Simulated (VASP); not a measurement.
# MgO (P-6m2) in VASP: a series of runs, part 2 of 2

VASP 6.6.1.

## (3) Single point, r2SCAN (strain +0.1125 x Voigt [1, 1, 0, 0, 0, 0])

POSCAR

```
MgO
1.0
    3.2685482550      0.0000000000      0.0000000000
   -1.6342741275      2.8306458224      0.0000000000
    0.0000000000      0.0000000000      2.6796800000
Mg O
1 1
Direct
    0.0000000000      0.0000000000      0.0000000000
    0.3333333333      0.6666666667      0.5000000000
```

INCAR.step1

```
SYSTEM = MgO
  ALGO = Normal
  EDIFF = 1E-4
  ENCUT = 520
  GGA = PE
  ISMEAR = 0
  LASPH = .TRUE.
  LCHARG = .FALSE.
  LREAL = .FALSE.
  LWAVE = .TRUE.
  NBANDS = 11
  NELM = 60
  PREC = Accurate
  SIGMA = 0.05
```

INCAR.step2

```
SYSTEM = MgO
  ALGO = Normal
  EDIFF = 1E-6
  ENCUT = 520
  ISIF = 2
  ISMEAR = 0
  ISTART = 1
  LASPH = .TRUE.
  LCHARG = .FALSE.
  LMIXTAU = .TRUE.
  LREAL = .FALSE.
  LWAVE = .FALSE.
  METAGGA = R2SCAN
  NBANDS = 11
  NELM = 60
  PREC = Accurate
  SIGMA = 0.05
```

KPOINTS

```
k-points
0
G
  9 9 8
  0 0 0
```

Potentials or basis: VASP PAW PBE potentials, release 64 (Mg, O).

Command:

```
$ cat potpaw_PBE.64/Mg/POTCAR potpaw_PBE.64/O/POTCAR > POTCAR
$ cp INCAR.step1 INCAR
$ mpirun -np 1 vasp_std > vasp.out
$ cp INCAR.step2 INCAR
$ mpirun -np 1 vasp_std > vasp.out
```

OUTCAR:

```text
SYSTEM = MgO
   EDIFF = 1E-6
   ENCUT = 520
   ISIF = 2
   ISMEAR = 0
   ISTART = 1
   LASPH = .TRUE.
   LREAL = .FALSE.
   METAGGA = R2SCAN
   NELM = 60
   PREC = Accurate

 ion  position               nearest neighbor table
   1  0.000  0.000  0.000-   2 2.31   2 2.31   2 2.31   2 2.31   2 2.31   2 2.31
   2  0.333  0.667  0.500-   1 2.31   1 2.31   1 2.31   1 2.31   1 2.31   1 2.31

  LATTYP: Found a hexagonal cell.
 ALAT       =     3.2685482550
 C/A-ratio  =     0.8198379803

  Lattice vectors:

 A1 = (   3.2685482550,   0.0000000000,   0.0000000000)
 A2 = (  -1.6342741275,   2.8306458224,   0.0000000000)
 A3 = (   0.0000000000,   0.0000000000,   2.6796800000)

Analysis of symmetry for initial positions (statically):
=====================================================================
 Subroutine PRICEL returns:
 Original cell was already a primitive cell.

 Routine SETGRP: Setting up the symmetry group for a
 hexagonal supercell.

 Subroutine GETGRP returns: Found 12 space group operations
 (whereof 12 operations were pure point group operations)
 out of a pool of 24 trial point group operations.

The static configuration has the point symmetry D_3h.

[... 164 lines left out ...]
 fundamental gap:      1.5353608799
 Fermi energy:         2.4896021948

 k-point     1 :       0.0000    0.0000    0.0000
  band No.  band energies     occupation
      1     -15.9232      2.00000
      2       0.6449      2.00000
      3       0.6449      2.00000
      4       2.0444      2.00000
      5       3.7901      0.00000
      6      14.1729      0.00000
      7      14.9138      0.00000
      8      14.9138      0.00000
      9      19.7566      0.00000
     10      22.3950      0.00000
     11      22.3950      0.00000
[... 309 lines left out ...]
 k-point    24 :       0.3333    0.3333    0.1250
  band No.  band energies     occupation
      1     -15.2270      2.00000
      2      -1.6370      2.00000
      3      -1.3994      2.00000
      4       1.6130      2.00000
      5       9.5315      0.00000
      6      10.7424      0.00000
      7      13.2395      0.00000
      8      18.1870      0.00000
      9      19.7532      0.00000
     10      21.3966      0.00000
     11      24.2979      0.00000

 [... further k-points ...]
[... 5 lines left out ...]
  --------------------------------------------------------------------------------------
  -------------------------------------------------------------------------------------
  Total       -5.2926846     -5.2926846      0.4874042     -0.0000000      0.0000000      0.0000000
  in kB     -342.0292342   -342.0292342     31.4975288     -0.0000000      0.0000000      0.0000000
  external PRESSURE =    -217.5203132 kB  Pullay stress =       0.0000000 kB

 VOLUME and BASIS-vectors are now :
 -----------------------------------------------------------------------------
  energy-cutoff  :      520.00
  volume of cell :       24.79
      direct lattice vectors                 reciprocal lattice vectors
     3.268548255  0.000000000  0.000000000     0.305946225  0.176638135  0.000000000
    -1.634274127  2.830645822  0.000000000     0.000000000  0.353276271  0.000000000
     0.000000000  0.000000000  2.679680000     0.000000000  0.000000000  0.373178887

 POSITION                                       TOTAL-FORCE (eV/Angst)
 -----------------------------------------------------------------------------------
      0.00000      0.00000      0.00000         0.000000      0.000000      0.000000
     -0.00000      1.88710      1.33984        -0.000000      0.000000      0.000000
 -----------------------------------------------------------------------------------
    total drift:                               -0.000003      0.000002     -0.000000

  FREE ENERGIE OF THE ION-ELECTRON SYSTEM (eV)
  ---------------------------------------------------
  free  energy   TOTEN  =       -14.7253956647 eV

  energy  without entropy=      -14.7253956647  energy(sigma->0) =      -14.72539566
```

OUTCAR.step1:

```text
SYSTEM = MgO
   EDIFF = 1E-4
   ENCUT = 520
   GGA = PE
   ISMEAR = 0
   LASPH = .TRUE.
   LREAL = .FALSE.
[... 557 lines left out ...]
      0.00000      0.00000      0.00000         0.000000      0.000000      0.000000
     -0.00000      1.88710      1.33984        -0.000000      0.000000      0.000000
 -----------------------------------------------------------------------------------
    total drift:                                0.000000     -0.000000     -0.000000

  FREE ENERGIE OF THE ION-ELECTRON SYSTEM (eV)
  ---------------------------------------------------
  free  energy   TOTEN  =       -10.7098860351 eV

  energy  without entropy=      -10.7098860351  energy(sigma->0) =      -10.70988604
```

It took 30 s on 1 thread of Intel Xeon 6975P-C, shared host; peak memory 0.15 GiB.

Results:

```
Free energy            : -14.7254 eV
Pressure               : -21.8 GPa
Band gap on the k mesh : 1.54 eV, indirect (least direct gap 1.75 eV)
```

Stress tensor (GPa, compression positive):
```
-34.20   0.00   0.00
  0.00 -34.20   0.00
  0.00   0.00   3.15
```

Caveat: the cell differs from its parent crystal (strain +0.1125 x Voigt [1, 1, 0, 0, 0, 0]); the PAW data sets were made with another functional, which shifts forces and pressure a little. A k mesh can miss the band edges.

## (4) Single point, r2SCAN (strain +0.1500 x Voigt [1, 1, 0, 0, 0, 0])

POSCAR

```
MgO
1.0
    3.3787240389      0.0000000000      0.0000000000
   -1.6893620195      2.9260608501      0.0000000000
    0.0000000000      0.0000000000      2.6796800000
Mg O
1 1
Direct
    0.0000000000      0.0000000000      0.0000000000
    0.3333333333      0.6666666667      0.5000000000
```

INCAR.step1 is that of step 3.

INCAR.step2 is that of step 3.

KPOINTS is that of step 3.

Command:

```
$ cat potpaw_PBE.64/Mg/POTCAR potpaw_PBE.64/O/POTCAR > POTCAR
$ cp INCAR.step1 INCAR
$ mpirun -np 1 vasp_std > vasp.out
$ cp INCAR.step2 INCAR
$ mpirun -np 1 vasp_std > vasp.out
```

It took 58 s on 1 thread of Intel Xeon 6975P-C, shared host; peak memory 0.16 GiB.

Results (log left out):

- Free energy: -14.3402 eV
- Pressure: -23.5 GPa
- Band gap on the k mesh: 0.88 eV, indirect (least direct gap 1.05 eV)

Stress tensor (GPa, compression positive):
```
-38.32   0.00   0.00
  0.00 -38.32   0.00
  0.00   0.00   6.14
```

Levels at points of the mesh, in eV from the valence-band top:
| k point | band 1 | band 2 | band 3 | band 4 | band 5 | band 6 | band 7 | band 8 | band 9 |
| --- | --- | --- | --- | --- | --- | --- | --- | --- | --- |
| (0.00, 0.00, 0.00) | -18.13 | -1.84 | -1.84 | -0.17 | 0.88 | 11.51 | 11.55 | 11.55 | 16.66 |
| (0.00, 0.00, 0.50) | -17.23 | -4.65 | -1.17 | -1.17 | 5.39 | 7.53 | 15.18 | 15.18 | 15.35 |

Caveat: the cell differs from its parent crystal (strain +0.1500 x Voigt [1, 1, 0, 0, 0, 0]); the PAW data sets were made with another functional, which shifts forces and pressure a little.

## (5) Summary

```csv
cell,gap on the mesh (eV),pressure (GPa)
"a = 3.158, b = 3.158, c = 2.680 Å, angles 90.0, 90.0, 120.0°, 2 atoms",2.24,-18.7
"a = 3.269, b = 3.269, c = 2.680 Å, angles 90.0, 90.0, 120.0°, 2 atoms",1.54,-21.8
"a = 3.379, b = 3.379, c = 2.680 Å, angles 90.0, 90.0, 120.0°, 2 atoms",0.88,-23.5
```

Alike in all rows: task single point; level r2SCAN; potentials or basis VASP PAW PBE potentials, release 64 (Mg, O); no spin polarisation; k mesh 9 × 9 × 8; cutoff (eV) 520; smearing gaussian 0.05 eV.

Caveats: the PAW data sets were made with another functional, which shifts forces and pressure a little.

Total energies depend on the potentials used, so only differences within one code and one set of settings carry meaning.
